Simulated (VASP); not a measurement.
# BN (P6_3/mmc) in VASP: further runs

BN is run at these levels: PBE; tasks: single point.

All numbers are computed with VASP 6.6.1; they aren't measurements. Logs are shortened: lines on timing, memory, paths and dates and some standing lists are left out, and cuts for length are marked.

**1. The cell of the first run**

It takes space group P6_3/mmc (No. 194, hexagonal). The conventional cell has a = 2.412 Å, b = 2.412 Å, c = 8.543 Å, α = 90.00°, β = 90.00°, γ = 120.00°. B (site symmetry -6m2) has 3 N at 1.39 Å within 1.9 Å. N (site symmetry -6m2) has 3 B at 1.39 Å within 1.9 Å.

**2. Single point, PBE**

Contents of INCAR:

```
SYSTEM = BN
PREC = Accurate ; ENCUT = 520
EDIFF = 1E-6 ; ISMEAR = 0
SIGMA = 0.02 ; LREAL = .False.
LASPH = .True. ; NELM = 100
ALGO = Normal ; ISIF = 2
LWAVE = .False. ; LCHARG = .False.
GGA = PE ; NBANDS = 16
```

Contents of KPOINTS:

```
Automatic mesh
0
Gamma
  12 12 4
  0 0 0
```

Contents of POSCAR:

```
BN
1.0
    2.4116939153      0.0000000000      0.0000000000
   -1.2058469577      2.0885881968      0.0000000000
    0.0000000000      0.0000000000      8.5433972801
B N
2 2
Direct
    0.3333333333      0.6666666667      0.2500000000
    0.6666666667      0.3333333333      0.7500000000
    0.3333333333      0.6666666667      0.7500000000
    0.6666666667      0.3333333333      0.2500000000
```

Potentials or basis: VASP PAW PBE potentials, release 64 (B, N).

Command:

```sh
$ cat potpaw_PBE.64/B/POTCAR potpaw_PBE.64/N/POTCAR > POTCAR
$ mpirun -np 1 vasp_std > vasp.out
```

OUTCAR:

```text
SYSTEM = BN
   PREC = Accurate
   ENCUT = 520
   EDIFF = 1E-6
   ISMEAR = 0
   LREAL = .False.
   LASPH = .True.
   NELM = 100
   ISIF = 2
   GGA = PE

 ion  position               nearest neighbor table
   1  0.333  0.667  0.250-   4 1.39   4 1.39   4 1.39
   2  0.667  0.333  0.750-   3 1.39   3 1.39   3 1.39
   3  0.333  0.667  0.750-   2 1.39   2 1.39   2 1.39
   4  0.667  0.333  0.250-   1 1.39   1 1.39   1 1.39

  LATTYP: Found a hexagonal cell.
 ALAT       =     2.4116939153
 C/A-ratio  =     3.5424882179

  Lattice vectors:

 A1 = (   2.4116939153,   0.0000000000,   0.0000000000)
 A2 = (  -1.2058469577,   2.0885881968,   0.0000000000)
 A3 = (   0.0000000000,   0.0000000000,   8.5433972801)

Analysis of symmetry for initial positions (statically):
=====================================================================
 Subroutine PRICEL returns:
 Original cell was already a primitive cell.

 Routine SETGRP: Setting up the symmetry group for a
 hexagonal supercell.

 Subroutine GETGRP returns: Found 24 space group operations
 (whereof 12 operations were pure point group operations)
 out of a pool of 24 trial point group operations.

The static configuration has the point symmetry D_3d.
 The point group associated with its full space group is D_6h.

Analysis of symmetry for dynamics (positions and initial velocities):
=====================================================================
 Subroutine PRICEL returns:
 Original cell was already a primitive cell.

 Routine SETGRP: Setting up the symmetry group for a
 hexagonal supercell.

 Subroutine GETGRP returns: Found 24 space group operations
 (whereof 12 operations were pure point group operations)
 out of a pool of 24 trial point group operations.

The dynamic configuration has the point symmetry D_3d.
 The point group associated with its full space group is D_6h.

 Subroutine INISYM returns: Found 24 space group operations
 (whereof 12 operations are pure point group operations),
 and found     1 'primitive' translations

----------------------------------------------------------------------------------------

                                     Primitive cell

  volume of cell :      43.0334

  direct lattice vectors                    reciprocal lattice vectors
     2.411693915  0.000000000  0.000000000     0.414646317  0.239396163  0.000000000
    -1.205846958  2.088588197  0.000000000     0.000000000  0.478792326  0.000000000
     0.000000000  0.000000000  8.543397280     0.000000000  0.000000000  0.117049456

  length of vectors
     2.411693915  2.411693915  8.543397280     0.478792326  0.478792326  0.117049456

  position of ions in fractional coordinates (direct lattice)
     0.333333333  0.666666667  0.250000000
     0.666666667  0.333333333  0.750000000
     0.333333333  0.666666667  0.750000000
     0.666666667  0.333333333  0.250000000

  ion indices of the primitive-cell ions
   primitive index   ion index
                 1           1
                 2           2
                 3           3
                 4           4

----------------------------------------------------------------------------------------

 KPOINTS: Automatic mesh

Automatic generation of k-mesh.
 Grid dimensions read from file:
 generate k-points for:   12   12    4

 Generating k-lattice:

  Cartesian coordinates                     Fractional coordinates (reciprocal lattice)
     0.034553860  0.019949680  0.000000000     0.083333333  0.000000000  0.000000000
     0.000000000  0.039899360  0.000000000     0.000000000  0.083333333  0.000000000
     0.000000000  0.000000000  0.029262364     0.000000000  0.000000000  0.250000000

  Length of vectors
     0.039899360  0.039899360  0.029262364

  Shift w.r.t. Gamma in fractional coordinates (k-lattice)
     0.000000000  0.000000000  0.000000000

 Subroutine IBZKPT returns following result:
 ===========================================

 Found     57 irreducible k-points:

 Following reciprocal coordinates:
            Coordinates               Weight
  0.000000  0.000000  0.000000      1.000000
  0.083333  0.000000  0.000000      6.000000
  0.166667  0.000000  0.000000      6.000000
  0.250000  0.000000  0.000000      6.000000
  0.333333  0.000000  0.000000      6.000000
  0.416667  0.000000  0.000000      6.000000
[... 16 lines left out ...]
  0.250000  0.000000  0.250000     12.000000
  0.333333  0.000000  0.250000     12.000000
 [... further k-points ...]
   k-points           NKPTS =     57   k-points in BZ     NKDIM =     57   number of bands    NBANDS=     16
   number of dos      NEDOS =    301   number of ions     NIONS =      4
   total plane-waves  NPLWV =  20736
   dimension x,y,z NGX =    18 NGY =   18 NGZ =   64
   dimension x,y,z NGXF=    36 NGYF=   36 NGZF=  128
   ions per type =               2   2
   NGX,Y,Z   is equivalent  to a cutoff of  12.41, 12.41, 12.45 a.u.
   NGXF,Y,Z  is equivalent  to a cutoff of  24.82, 24.82, 24.91 a.u.
 SYSTEM =  BN
   PREC   = accura    normal or accurate (medium, high low for compatibility)
   ISTART =      0    job   : 0-new  1-cont  2-samecut
   ICHARG =      2    charge: 1-file 2-atom 10-const
   ISPIN  =      1    spin polarized calculation?
   LNONCOLLINEAR =      F non collinear calculations
   LSORBIT =      F    spin-orbit coupling
   LASPH  =      T    aspherical Exc in radial PAW
   ENCUT  =  520.0 eV  38.22 Ry    6.18 a.u.   4.48  4.48 15.89*2*pi/ulx,y,z
   NELM   =    100;   NELMIN=  2; NELMDL= -5     # of ELM steps
   EDIFF  = 0.1E-05   stopping-criterion for ELM
   LREAL  =      F    real-space projection
[... 7 lines left out ...]
   TEBEG  =    0.0;   TEEND  =   0.0 temperature during run
   PSTRESS=    0.0 pullay stress
   NELECT =      16.0000    total number of electrons
   NUPDOWN=      -1.0000    fix difference up-down
   EMIN   =  10.00;   EMAX   =-10.00  energy-range for DOS
   EFERMI =   0.00;   METHOD = LEGACY
   ISMEAR =     0;   SIGMA  =   0.02  broadening in eV -4-tet -1-fermi 0-gaus
   EFERMI_NEDOS =   21; number of points for ismear=-14 and -15
   IALGO  =     38    algorithm
   IMIX   =      4    mixing-type and parameters
     AMIX     =   0.40;   BMIX     =  1.00
     AMIX_MAG =   1.60;   BMIX_MAG =  1.00
  volume/ion in A,a.u.               =      10.76        72.60
  Fermi-wavevector in a.u.,A,eV,Ry     =   1.177189  2.224565 18.854607  1.385775
  Thomas-Fermi vector in A             =   2.313540
   LORBIT       =      0    0 simple, 1 ext, 2 COOP (PROOUT), +10 PAW based schemes
   GGA     = PE    functional components
   LHFCALC =     F    Hartree Fock is set to
   AEXX    =    0.0000 exact exchange contribution
   IVDW    =     0    specifies the selected vdW correction
   LEPSILON=     F    determine dielectric tensor
   LRPA    =     F    only Hartree local field effects (RPA)
 non-spin polarized calculation
 Gauss-broadening in eV      SIGMA  =   0.02
  energy-cutoff  :      520.00
  volume of cell :       43.03
 maximum number of plane-waves:      1184
 NGX is ok and might be reduce to    18
   NGX =  9   NGY =  9   NGZ = 31

 number of electron      16.0000005 magnetization

 Free energy of the ion-electron system (eV)
  ---------------------------------------------------
  ext. energy  EPLUGINS =         0.00000000
  ---------------------------------------------------
  free energy    TOTEN  =       -34.77294714 eV

  energy without entropy =      -34.77294714  energy(sigma->0) =      -34.77294714

 E-fermi :   1.0152     XC(G=0):  -8.6342

 val. band max:        0.9148140728   @ k =   0.3333   0.3333   0.5000
 cond. band min:       5.1307718531   @ k =   0.0000   0.0000   0.0000
 fundamental gap:      4.2159577803
 Fermi energy:         1.0152319154

 k-point     1 :       0.0000    0.0000    0.0000
  band No.  band energies     occupation
      1     -17.4588      2.00000
      2     -17.4286      2.00000
      3      -5.1807      2.00000
      4      -4.7012      2.00000
      5      -0.2789      2.00000
      6      -0.2789      2.00000
[... 8 lines left out ...]
     15      13.4789      0.00000
     16      14.3184      0.00000

 k-point     2 :       0.0833    0.0000    0.0000
  band No.  band energies     occupation
      1     -17.3136      2.00000
      2     -17.2841      2.00000
      3      -4.9808      2.00000
      4      -4.5070      2.00000
      5      -0.8675      2.00000
      6      -0.8646      2.00000
[... 8 lines left out ...]
     15      14.1310      0.00000
     16      14.1411      0.00000

 k-point     3 :       0.1667    0.0000    0.0000
  band No.  band energies     occupation
      1     -16.8853      2.00000
      2     -16.8576      2.00000
      3      -4.3889      2.00000
      4      -3.9332      2.00000
      5      -2.3640      2.00000
      6      -2.3586      2.00000
[... 8 lines left out ...]
     15      14.5172      0.00000
     16      15.9268      0.00000

 k-point     4 :       0.2500    0.0000    0.0000
  band No.  band energies     occupation
      1     -16.1999      2.00000
      2     -16.1754      2.00000
      3      -4.2755      2.00000
      4      -4.2723      2.00000
      5      -3.4344      2.00000
      6      -3.0120      2.00000
[... 8 lines left out ...]
     15      14.3493      0.00000
     16      18.4725      0.00000
[... 324 lines left out ...]
 k-point    22 :       0.1667    0.0000    0.2500
  band No.  band energies     occupation
      1     -16.8812      2.00000
      2     -16.8617      2.00000
      3      -4.3270      2.00000
      4      -4.0053      2.00000
      5      -2.3627      2.00000
      6      -2.3590      2.00000
[... 8 lines left out ...]
     15      15.1390      0.00000
     16      15.9284      0.00000

 k-point    23 :       0.2500    0.0000    0.2500
  band No.  band energies     occupation
      1     -16.1963      2.00000
      2     -16.1789      2.00000
      3      -4.2755      2.00000
      4      -4.2732      2.00000
      5      -3.3758      2.00000
      6      -3.0777      2.00000
[... 8 lines left out ...]
     15      15.4017      0.00000
     16      18.4700      0.00000

 k-point    24 :       0.3333    0.0000    0.2500
  band No.  band energies     occupation
      1     -15.3223      2.00000
      2     -15.3083      2.00000
      3      -6.2008      2.00000
      4      -6.1987      2.00000
      5      -2.7809      2.00000
      6      -2.7788      2.00000
[... 8 lines left out ...]
     15      16.4952      0.00000
     16      19.1004      0.00000

 [... further k-points ...]

------------------------ aborting loop because EDIFF is reached ----------------------------------------

  FORCE on cell =-STRESS in cart. coord.  units (eV):
  Direction    XX          YY          ZZ          XY          YZ          ZX
  --------------------------------------------------------------------------------------
  -------------------------------------------------------------------------------------
  Total       10.8714670     10.8714670     -0.0379362     -0.0000000     -0.0000000     -0.0000000
  in kB      404.7558416    404.7558416     -1.4124037     -0.0000000     -0.0000000     -0.0000000
  external PRESSURE =     269.3664265 kB  Pullay stress =       0.0000000 kB

 VOLUME and BASIS-vectors are now :
 -----------------------------------------------------------------------------
  energy-cutoff  :      520.00
  volume of cell :       43.03
      direct lattice vectors                 reciprocal lattice vectors
     2.411693915  0.000000000  0.000000000     0.414646317  0.239396163  0.000000000
    -1.205846958  2.088588197  0.000000000     0.000000000  0.478792326  0.000000000
     0.000000000  0.000000000  8.543397280     0.000000000  0.000000000  0.117049456

 POSITION                                       TOTAL-FORCE (eV/Angst)
 -----------------------------------------------------------------------------------
     -0.00000      1.39239      2.13585         0.000000      0.000000      0.000000
      1.20585      0.69620      6.40755        -0.000000      0.000000      0.000000
     -0.00000      1.39239      6.40755        -0.000000      0.000000      0.000000
      1.20585      0.69620      2.13585         0.000000     -0.000000      0.000000
 -----------------------------------------------------------------------------------
    total drift:                               -0.000000      0.000000      0.000000

  FREE ENERGIE OF THE ION-ELECTRON SYSTEM (eV)
  ---------------------------------------------------
  free  energy   TOTEN  =       -34.7729471442 eV

  energy  without entropy=      -34.7729471442  energy(sigma->0) =      -34.77294714
```

It took 21 s on 1 thread of Intel Xeon Platinum 8559C (Emerald Rapids), shared host; peak memory 0.17 GiB.

What came out:

```
Free energy            : -34.7729 eV
Pressure               : 26.9 GPa
Band gap on the k mesh : 4.22 eV, indirect (least direct gap 4.97 eV)
```

Caveat: this functional lacks dispersion, which binds the layers, so the pressure and a relaxed spacing across them are unreliable. A k mesh can miss the band edges.

**3. Single point, PBE (biaxial strain in the a-b plane: -2.0 %, then relaxed in part)**

Contents of INCAR:

```
SYSTEM = BN
ALGO     = Normal         ! electronic algorithm
EDIFF    = 1E-7           ! SCF threshold, eV
ENCUT    = 520            ! plane-wave cutoff, eV
GGA      = PE             ! functional
ISIF     = 2              ! what is computed and relaxed
ISMEAR   = 0              ! smearing method
LASPH    = .TRUE.         ! aspherical terms in the spheres
LCHARG   = .TRUE.         ! write CHGCAR
LELF     = .TRUE.         ! ELF
LREAL    = .FALSE.        ! projectors in reciprocal space
LVHAR    = .TRUE.       
LWAVE    = .FALSE.        ! write WAVECAR
NBANDS   = 16             ! bands
NELM     = 80             ! most SCF steps
PREC     = Accurate       ! precision mode
SIGMA    = 0.02           ! smearing width, eV
```

Contents of KPOINTS:

```
k-points
0
G
  12 12 4
  0 0 0
```

Contents of POSCAR:

```
BN
1.0
    2.4619375385      0.0000000000      0.0000000000
   -1.2309687693      2.1321004509      0.0000000000
    0.0000000000      0.0000000000      8.4898507864
B N
2 2
Direct
    0.3333333333      0.6666666667      0.2500000000
    0.6666666667      0.3333333333      0.7500000000
    0.3333333333      0.6666666667      0.7500000000
    0.6666666667      0.3333333333      0.2500000000
```

Potentials or basis: VASP PAW PBE potentials, release 64 (B, N).

Command:

```sh
$ cat potpaw_PBE.64/B/POTCAR potpaw_PBE.64/N/POTCAR > POTCAR
$ mpirun -np 1 vasp_std > vasp.out
```

It took 24 s on 1 thread of Intel Xeon Platinum 8559C (Emerald Rapids), shared host; peak memory 0.17 GiB.

Results (log left out):

```yaml
Free_energy: -35.1029 eV
Pressure: 12.3 GPa
Band_gap_on_the_k_mesh: 4.31 eV, indirect (least direct gap 4.81 eV)
```

Stress tensor (GPa, compression positive):
```
18.51  0.00  0.00
 0.00 18.51  0.00
 0.00  0.00 -0.12
```

Levels at points of the mesh, in eV from the valence-band top:
| k point | band 6 | band 7 | band 8 | band 9 | band 10 | band 11 |
| --- | --- | --- | --- | --- | --- | --- |
| (0.00, 0.00, 0.00) | -1.28 | -1.28 | -1.28 | 4.31 | 7.56 | 10.23 |
| (0.50, 0.00, 0.00) | -4.21 | -1.06 | -0.86 | 4.71 | 5.11 | 9.98 |
| (0.00, 0.00, 0.50) | -1.28 | -1.28 | -1.28 | 5.54 | 5.54 | 12.02 |
| (0.50, 0.00, 0.50) | -4.21 | -0.96 | -0.96 | 4.89 | 4.89 | 10.30 |

Caveat: the cell differs from its parent crystal (biaxial strain in the a-b plane: -2.0 %, then relaxed in part); this functional lacks dispersion, which binds the layers, so the pressure and a relaxed spacing across them are unreliable. A k mesh can miss the band edges.

**4. Single point, PBE (biaxial strain in the a-b plane: -2.0 %)**

Contents of INCAR:

```
SYSTEM = BN
PREC = Accurate
ENCUT = 520
EDIFF = 1E-7
ISMEAR = 0
SIGMA = 0.02
LREAL = .FALSE.
LASPH = .TRUE.
NELM = 100
ALGO = Normal
ISIF = 2
LWAVE = .FALSE.
LCHARG = .FALSE.
GGA = PE
NBANDS = 16
```

Contents of KPOINTS:

```
Automatic mesh
0
G
  12 12 4
  0 0 0
```

POSCAR, as its differences from that of step 3:

```diff
@@ -4,3 +4,3 @@
    -1.2309687693      2.1321004509      0.0000000000
-    0.0000000000      0.0000000000      8.4898507864
+    0.0000000000      0.0000000000      8.4432793432
 B N
```

Potentials or basis: VASP PAW PBE potentials, release 64 (B, N).

Command:

```sh
$ cat potpaw_PBE.64/B/POTCAR potpaw_PBE.64/N/POTCAR > POTCAR
$ mpirun -np 1 vasp_std > vasp.out
```

OUTCAR:

```text
SYSTEM = BN
   PREC = Accurate
   ENCUT = 520
   EDIFF = 1E-7
   ISMEAR = 0
   LREAL = .FALSE.
   LASPH = .TRUE.
   NELM = 100
   ISIF = 2
   GGA = PE

 ion  position               nearest neighbor table
   1  0.333  0.667  0.250-   4 1.42   4 1.42   4 1.42
   2  0.667  0.333  0.750-   3 1.42   3 1.42   3 1.42
   3  0.333  0.667  0.750-   2 1.42   2 1.42   2 1.42
   4  0.667  0.333  0.250-   1 1.42   1 1.42   1 1.42

  LATTYP: Found a hexagonal cell.
 ALAT       =     2.4619375385
 C/A-ratio  =     3.4295262212

  Lattice vectors:
[... 653 lines left out ...]
  Direction    XX          YY          ZZ          XY          YZ          ZX
  --------------------------------------------------------------------------------------
  -------------------------------------------------------------------------------------
  Total        5.1500154      5.1500154     -0.0316566     -0.0000000     -0.0000000      0.0000000
  in kB      186.1758147    186.1758148     -1.1444016     -0.0000000     -0.0000000      0.0000000
  external PRESSURE =     123.7357426 kB  Pullay stress =       0.0000000 kB

 VOLUME and BASIS-vectors are now :
 -----------------------------------------------------------------------------
  energy-cutoff  :      520.00
  volume of cell :       44.32
      direct lattice vectors                 reciprocal lattice vectors
     2.461937538  0.000000000  0.000000000     0.406184147  0.234510527  0.000000000
    -1.230968769  2.132100451  0.000000000     0.000000000  0.469021054  0.000000000
     0.000000000  0.000000000  8.443279343     0.000000000  0.000000000  0.118437394

 POSITION                                       TOTAL-FORCE (eV/Angst)
 -----------------------------------------------------------------------------------
     -0.00000      1.42140      2.11082        -0.000000      0.000000      0.000000
      1.23097      0.71070      6.33246         0.000000     -0.000000      0.000000
     -0.00000      1.42140      6.33246        -0.000000     -0.000000      0.000000
      1.23097      0.71070      2.11082        -0.000000     -0.000000      0.000000
 -----------------------------------------------------------------------------------
    total drift:                                0.000000     -0.000000      0.000000

  FREE ENERGIE OF THE ION-ELECTRON SYSTEM (eV)
  ---------------------------------------------------
  free  energy   TOTEN  =       -35.1028540659 eV

  energy  without entropy=      -35.1028540659  energy(sigma->0) =      -35.10285407
```

Wall time 21 s (1 thread of Intel Xeon Platinum 8559C (Emerald Rapids), shared host); peak memory 0.17 GiB.

Results:

* Free energy: -35.1029 eV
* Pressure: 12.4 GPa
* Band gap on the k mesh: 4.32 eV, indirect (least direct gap 4.81 eV)

Stress tensor (GPa, compression positive):
```
18.62  0.00  0.00
 0.00 18.62  0.00
 0.00  0.00 -0.11
```

Caveat: the cell differs from its parent crystal (biaxial strain in the a-b plane: -2.0 %); this functional lacks dispersion, which binds the layers, so the pressure and a relaxed spacing across them are unreliable. A k mesh can miss the band edges.

(Part 1 of 2 ends here.)
